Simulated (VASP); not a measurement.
# P (P3m1) in VASP: single point with PBE

Aim: the single point of P with PBE.

Program: VASP 6.6.1. These are calculated values, not measurements. Logs are shortened: lines on timing, memory, paths and dates and some standing lists are left out, and cuts for length are marked.

### Step 1. The cell of the first run

It takes space group P3m1 (No. 156, trigonal). The conventional cell has a = 3.460 Å, b = 3.460 Å, c = 6.474 Å, α = 90.00°, β = 90.00°, γ = 120.00°. P (site symmetry 3m) has 6 P at 2.14 to 2.85 Å within 2.9 Å. Within 2.8 Å of P (site symmetry 3m) lie 4 P at 2.14 to 2.80 Å. Within 3.7 Å of P (site symmetry 3m) lie 11 P at 2.80 to 3.68 Å.

The cell was built from a structure type or drawn by symmetry, and may not be a known phase.

### Step 2. Single point, PBE

INCAR reads:

```
SYSTEM = P
PREC = Accurate
ENCUT = 500
EDIFF = 1E-6
ISMEAR = 0
SIGMA = 0.1
LREAL = .FALSE.
LASPH = .TRUE.
NELM = 120
ALGO = Normal
ISIF = 2
LWAVE = .FALSE.
LCHARG = .TRUE.
GGA = PE
LELF = .TRUE.
LVHAR = .TRUE.
NBANDS = 14
GGA_COMPAT = .FALSE.
```

KPOINTS reads:

```
Automatic mesh
0
G
  6 6 4
  0 0 0
```

POSCAR reads:

```
P
1.0
    3.4599257500      0.0000000000      0.0000000000
   -1.7299628700      2.9963835900      0.0000000000
    0.0000000000      0.0000000000      6.4735731300
P
3
Direct
    0.3333333300      0.6666666700      0.5397331200
    0.0000000000      0.0000000000      0.6581507700
    0.0000000000      0.0000000000      0.2262270900
```

Potentials or basis: VASP PAW PBE potentials, release 64 (P).

Run with:

```
cat potpaw_PBE.64/P/POTCAR > POTCAR
mpirun -np 1 vasp_std > vasp.out
```

OUTCAR:

```text
SYSTEM = P
   PREC = Accurate
   ENCUT = 500
   EDIFF = 1E-6
   ISMEAR = 0
   LREAL = .FALSE.
   LASPH = .TRUE.
   NELM = 120
   ISIF = 2
   GGA = PE

 ion  position               nearest neighbor table
   1  0.333  0.667  0.540-   2 2.14   2 2.14   2 2.14   3 2.85   3 2.85   3 2.85
   2  0.000  0.000  0.658-   1 2.14   1 2.14   1 2.14   3 2.80
   3  0.000  0.000  0.226-   2 2.80   1 2.85   1 2.85   1 2.85

  LATTYP: Found a hexagonal cell.
 ALAT       =     3.4599257500
 C/A-ratio  =     1.8710150442

  Lattice vectors:

 A1 = (   3.4599257500,   0.0000000000,   0.0000000000)
 A2 = (  -1.7299628700,   2.9963835900,   0.0000000000)
 A3 = (   0.0000000000,   0.0000000000,   6.4735731300)

Analysis of symmetry for initial positions (statically):
=====================================================================
 Subroutine PRICEL returns:
 Original cell was already a primitive cell.

 Routine SETGRP: Setting up the symmetry group for a
 hexagonal supercell.

 Subroutine GETGRP returns: Found  6 space group operations
 (whereof  6 operations were pure point group operations)
 out of a pool of 24 trial point group operations.

The static configuration has the point symmetry C_3v.

Analysis of symmetry for dynamics (positions and initial velocities):
=====================================================================
 Subroutine PRICEL returns:
 Original cell was already a primitive cell.

 Routine SETGRP: Setting up the symmetry group for a
 hexagonal supercell.

 Subroutine GETGRP returns: Found  6 space group operations
 (whereof  6 operations were pure point group operations)
 out of a pool of 24 trial point group operations.

The dynamic configuration has the point symmetry C_3v.

 Subroutine INISYM returns: Found  6 space group operations
 (whereof  6 operations are pure point group operations),
 and found     1 'primitive' translations

----------------------------------------------------------------------------------------

                                     Primitive cell

  volume of cell :      67.1132

  direct lattice vectors                    reciprocal lattice vectors
     3.459925750  0.000000000  0.000000000     0.289023543  0.166867820  0.000000000
    -1.729962870  2.996383590  0.000000000     0.000000000  0.333735642  0.000000000
     0.000000000  0.000000000  6.473573130     0.000000000  0.000000000  0.154474195

  length of vectors
     3.459925750  3.459925743  6.473573130     0.333735641  0.333735642  0.154474195

  position of ions in fractional coordinates (direct lattice)
     0.333333330  0.666666670  0.539733120
     0.000000000  0.000000000  0.658150770
     0.000000000  0.000000000  0.226227090

  ion indices of the primitive-cell ions
   primitive index   ion index
                 1           1
                 2           2
                 3           3

----------------------------------------------------------------------------------------

 KPOINTS: Automatic mesh

Automatic generation of k-mesh.
 Grid dimensions read from file:
 generate k-points for:    6    6    4

 Generating k-lattice:

  Cartesian coordinates                     Fractional coordinates (reciprocal lattice)
     0.048170591  0.027811303  0.000000000     0.166666667  0.000000000  0.000000000
     0.000000000  0.055622607  0.000000000     0.000000000  0.166666667  0.000000000
     0.000000000  0.000000000  0.038618549     0.000000000  0.000000000  0.250000000

  Length of vectors
     0.055622607  0.055622607  0.038618549

  Shift w.r.t. Gamma in fractional coordinates (k-lattice)
     0.000000000  0.000000000  0.000000000

 Subroutine IBZKPT returns following result:
 ===========================================

 Found     24 irreducible k-points:

 Following reciprocal coordinates:
            Coordinates               Weight
  0.000000  0.000000  0.000000      1.000000
  0.166667  0.000000  0.000000      6.000000
  0.333333  0.000000  0.000000      6.000000
  0.500000  0.000000  0.000000      3.000000
  0.166667  0.166667  0.000000      6.000000
  0.333333  0.166667  0.000000     12.000000
[... 16 lines left out ...]
  0.333333  0.166667  0.500000     12.000000
  0.333333  0.333333  0.500000      2.000000
   k-points           NKPTS =     24   k-points in BZ     NKDIM =     24   number of bands    NBANDS=     14
   number of dos      NEDOS =    301   number of ions     NIONS =      3
   total plane-waves  NPLWV =  37632
   dimension x,y,z NGX =    28 NGY =   28 NGZ =   48
   dimension x,y,z NGXF=    56 NGYF=   56 NGZF=   96
   ions per type =               3
   NGX,Y,Z   is equivalent  to a cutoff of  13.45, 13.45, 12.33 a.u.
   NGXF,Y,Z  is equivalent  to a cutoff of  26.91, 26.91, 24.65 a.u.
 SYSTEM =  P
   PREC   = accura    normal or accurate (medium, high low for compatibility)
   ISTART =      0    job   : 0-new  1-cont  2-samecut
   ICHARG =      2    charge: 1-file 2-atom 10-const
   ISPIN  =      1    spin polarized calculation?
   LNONCOLLINEAR =      F non collinear calculations
   LSORBIT =      F    spin-orbit coupling
   LASPH  =      T    aspherical Exc in radial PAW
   ENCUT  =  500.0 eV  36.75 Ry    6.06 a.u.   6.31  6.31 11.80*2*pi/ulx,y,z
   NELM   =    120;   NELMIN=  2; NELMDL= -5     # of ELM steps
   EDIFF  = 0.1E-05   stopping-criterion for ELM
   LREAL  =      F    real-space projection
   EDIFFG = 0.1E-04   stopping-criterion for IOM
   NSW    =      0    number of steps for IOM
   IBRION =     -1    ionic relax: 0-MD 1-quasi-New 2-CG
   NFREE  =      0    steps in history (QN), initial steepest desc. (CG)
   ISIF   =      2    stress and relaxation
   ISYM   =      2    0-nonsym 1-usesym 2-fastsym
   POTIM  = 0.5000    time-step for ionic-motion
   TEBEG  =    0.0;   TEEND  =   0.0 temperature during run
   PSTRESS=    0.0 pullay stress
   NELECT =      15.0000    total number of electrons
   NUPDOWN=      -1.0000    fix difference up-down
   EMIN   =  10.00;   EMAX   =-10.00  energy-range for DOS
   EFERMI =   0.00;   METHOD = LEGACY
   ISMEAR =     0;   SIGMA  =   0.10  broadening in eV -4-tet -1-fermi 0-gaus
   EFERMI_NEDOS =   21; number of points for ismear=-14 and -15
   IALGO  =     38    algorithm
   IMIX   =      4    mixing-type and parameters
     AMIX     =   0.40;   BMIX     =  1.00
     AMIX_MAG =   1.60;   BMIX_MAG =  1.00
  volume/ion in A,a.u.               =      22.37       150.97
  Fermi-wavevector in a.u.,A,eV,Ry     =   0.993503  1.877448 13.429605  0.987048
  Thomas-Fermi vector in A             =   2.125389
   LORBIT       =      0    0 simple, 1 ext, 2 COOP (PROOUT), +10 PAW based schemes
   GGA     = PE    functional components
   LHFCALC =     F    Hartree Fock is set to
   AEXX    =    0.0000 exact exchange contribution
   IVDW    =     0    specifies the selected vdW correction
   LEPSILON=     F    determine dielectric tensor
   LRPA    =     F    only Hartree local field effects (RPA)
 non-spin polarized calculation
 Gauss-broadening in eV      SIGMA  =   0.10
  energy-cutoff  :      500.00
  volume of cell :       67.11
 maximum number of plane-waves:      1716
 NGX is ok and might be reduce to    28
   NGX = 13   NGY = 13   NGZ = 23

 number of electron      15.0000000 magnetization

 Free energy of the ion-electron system (eV)
  ---------------------------------------------------
  ext. energy  EPLUGINS =         0.00000000
  ---------------------------------------------------
  free energy    TOTEN  =       -12.71880083 eV

  energy without entropy =      -12.69752675  energy(sigma->0) =      -12.70816379

 E-fermi :   4.8023     XC(G=0):  -9.0498

 val. band max:        4.7763416607   @ k =   0.1667   0.1667   0.2500
 cond. band min:       4.8236353926   @ k =   0.3333   0.0000   0.2500
 fundamental gap:      0.0472937319
 Fermi energy:         4.8023186459

 k-point     1 :       0.0000    0.0000    0.0000
  band No.  band energies     occupation
      1     -11.6434      2.00000
      2      -5.9879      2.00000
      3      -1.9359      2.00000
      4       0.6382      2.00000
      5       0.6382      2.00000
      6       3.4984      2.00000
      7       5.1039      0.00002
      8       5.8163      0.00000
      9       5.8163      0.00000
     10       6.4472      0.00000
     11       6.4472      0.00000
     12       6.7818      0.00000
     13      11.2956      0.00000
     14      12.3766      0.00000

 k-point     2 :       0.1667    0.0000    0.0000
  band No.  band energies     occupation
      1     -11.2521      2.00000
      2      -5.6650      2.00000
      3      -2.2536      2.00000
      4      -1.0955      2.00000
      5       0.0645      2.00000
      6       4.1418      2.00000
      7       4.3538      2.00000
      8       5.4194      0.00000
      9       6.0312      0.00000
     10       6.6814      0.00000
     11       7.0624      0.00000
     12       7.3857      0.00000
     13      10.1222      0.00000
     14      11.9572      0.00000

 k-point     3 :       0.3333    0.0000    0.0000
  band No.  band energies     occupation
      1     -10.1313      2.00000
      2      -5.0868      2.00000
      3      -4.7473      2.00000
      4      -0.7340      2.00000
      5      -0.5564      2.00000
      6       1.7843      2.00000
      7       3.5488      2.00000
      8       5.2841      0.00000
      9       5.4056      0.00000
     10       6.0496      0.00000
     11       9.1126      0.00000
     12       9.1161      0.00000
     13      11.1195      0.00000
     14      11.4981      0.00000

 k-point     4 :       0.5000    0.0000    0.0000
  band No.  band energies     occupation
      1      -8.9700      2.00000
      2      -6.8535      2.00000
      3      -4.1856      2.00000
      4      -1.0446      2.00000
      5      -0.1412      2.00000
      6       0.8197      2.00000
      7       3.0625      2.00000
      8       4.3280      2.00000
      9       5.1438      0.00000
     10       6.3613      0.00000
     11       8.9129      0.00000
     12       9.5480      0.00000
     13      12.2012      0.00000
     14      12.6606      0.00000

 k-point     5 :       0.1667    0.1667    0.0000
  band No.  band energies     occupation
      1     -10.4894      2.00000
      2      -5.0866      2.00000
      3      -4.0581      2.00000
      4      -1.2250      2.00000
      5      -0.7464      2.00000
      6       2.5797      2.00000
      7       4.6228      1.98886
      8       5.4126      0.00000
      9       5.7395      0.00000
     10       6.4850      0.00000
     11       6.9552      0.00000
[... 276 lines left out ...]
 k-point    22 :       0.1667    0.1667    0.5000
  band No.  band energies     occupation
      1     -10.4767      2.00000
      2      -5.2566      2.00000
      3      -4.0468      2.00000
      4      -1.2170      2.00000
      5      -0.0544      2.00000
      6       2.5920      2.00000
      7       3.7710      2.00000
      8       4.6196      1.99022
      9       5.9406      0.00000
     10       6.2743      0.00000
     11       7.1597      0.00000
     12       9.4496      0.00000
     13      11.2824      0.00000
     14      12.5322      0.00000

 k-point    23 :       0.3333    0.1667    0.5000
  band No.  band energies     occupation
      1      -9.1063      2.00000
      2      -6.3376      2.00000
      3      -4.4016      2.00000
      4      -2.2244      2.00000
      5       0.1736      2.00000
      6       1.6440      2.00000
      7       3.4658      2.00000
      8       4.5188      1.99994
      9       5.0971      0.00003
     10       6.1400      0.00000
     11       8.6540      0.00000
     12       9.6836      0.00000
     13      10.5995      0.00000
     14      12.2831      0.00000

 k-point    24 :       0.3333    0.3333    0.5000
  band No.  band energies     occupation
      1      -7.7977      2.00000
      2      -7.5920      2.00000
      3      -4.0486      2.00000
      4      -3.2240      2.00000
      5       0.2527      2.00000
      6       1.8745      2.00000
      7       2.3772      2.00000
      8       4.8893      0.21872
      9       4.9937      0.00679
     10       7.8911      0.00000
     11       9.6242      0.00000
     12       9.6441      0.00000
     13       9.7961      0.00000
     14      10.5918      0.00000

------------------------ aborting loop because EDIFF is reached ----------------------------------------

  FORCE on cell =-STRESS in cart. coord.  units (eV):
  Direction    XX          YY          ZZ          XY          YZ          ZX
  --------------------------------------------------------------------------------------
  -------------------------------------------------------------------------------------
  Total        1.9231693      1.9231693     -0.9334326      0.0000000      0.0000000      0.0000000
  in kB       45.9113270     45.9113269    -22.2835973      0.0000001      0.0000000      0.0000000
  external PRESSURE =      23.1796855 kB  Pullay stress =       0.0000000 kB

 VOLUME and BASIS-vectors are now :
 -----------------------------------------------------------------------------
  energy-cutoff  :      500.00
  volume of cell :       67.11
      direct lattice vectors                 reciprocal lattice vectors
     3.459925750  0.000000000  0.000000000     0.289023543  0.166867820  0.000000000
    -1.729962870  2.996383590  0.000000000     0.000000000  0.333735642  0.000000000
     0.000000000  0.000000000  6.473573130     0.000000000  0.000000000  0.154474195

 POSITION                                       TOTAL-FORCE (eV/Angst)
 -----------------------------------------------------------------------------------
     -0.00000      1.99759      3.49400        -0.000000      0.000000     -2.957533
      0.00000      0.00000      4.26059         0.000000     -0.000000      2.674207
      0.00000      0.00000      1.46450         0.000000     -0.000000      0.283327
 -----------------------------------------------------------------------------------
    total drift:                                0.000003     -0.000002     -0.000123

  FREE ENERGIE OF THE ION-ELECTRON SYSTEM (eV)
  ---------------------------------------------------
  free  energy   TOTEN  =       -12.7188008289 eV

  energy  without entropy=      -12.6975267496  energy(sigma->0) =      -12.70816379
```

Run time: 22 s. Hardware: 1 thread of Intel Xeon Platinum 8375C at 2.90GHz (Ice Lake), shared host; peak memory 0.17 GiB.

Results:

```
Free energy            : -12.7188 eV
Pressure               : 2.3 GPa
Largest force          : 2.958 eV/Å
Band gap on the k mesh : zero (an odd number of electrons rules out a gap without spin polarisation)
```

Forces in eV/Å, atoms in the order of the input:
```
P    0.000  0.000 -2.958
P    0.000  0.000  2.674
P    0.000  0.000  0.283
```

Stress tensor (GPa, compression positive):
```
 4.59  0.00  0.00
 0.00  4.59  0.00
 0.00  0.00 -2.23
```

Levels at points of the mesh, in eV from the Fermi level:
```csv
k point,band 5,band 6,band 7,band 8,band 9,band 10
"(0.00, 0.00, 0.00)",-4.16,-1.30,0.30,1.01,1.01,1.64
"(0.50, 0.00, 0.00)",-4.94,-3.98,-1.74,-0.47,0.34,1.56
"(0.00, 0.00, 0.50)",-4.16,-2.26,-0.69,1.03,1.03,1.57
"(0.50, 0.00, 0.50)",-4.94,-3.38,-1.50,-0.40,0.24,0.27
```

Caveat: this functional lacks dispersion, which binds the layers, so the pressure and a relaxed spacing across them are unreliable; forces of over 1 eV/Å act on the atoms, so gaps and moduli don't describe the material at rest.
